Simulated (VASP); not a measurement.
**C: single point with PBEsol**

C:

```xyz
1
Lattice="0.0000 1.5180 1.5180 1.5180 0.0000 1.5180 1.5180 1.5180 0.0000" Properties=species:S:1:pos:R:3 pbc="T T T"
C     0.0000    0.0000    0.0000
```

```
Program                : VASP 6.6.1
Task                   : single point
Functional             : PBEsol
Potentials or basis    : VASP PAW PBE potentials, release 64 (C)
Cutoff                 : 520 eV
k mesh                 : 29 × 29 × 29
Occupations            : fermi-dirac, width 0.1 eV
Spin                   : no spin polarisation
Dipole correction      : no
Further INCAR settings : ALGO = Normal; EDIFF = 1e-07; NBANDS = 8
```

The pressure is -0.1 GPa and the band gap on the k mesh is zero (band 2 reaches 16.56 eV, above the bottom of band 3 at 4.67 eV).

Levels at points of the mesh, in eV from the Fermi level:
```tsv
k point	band 1	band 2	band 3	band 4	band 5	band 6
(0.00, 0.00, 0.00)	-19.38	8.35	8.35	8.35	30.48	30.48
```

Wall time 11 s on 1 thread of Intel Xeon 6975P-C, with other jobs on the host, peak memory 0.14 GiB.

Caveat: the PAW data sets were made with another functional, which shifts forces and pressure a little.
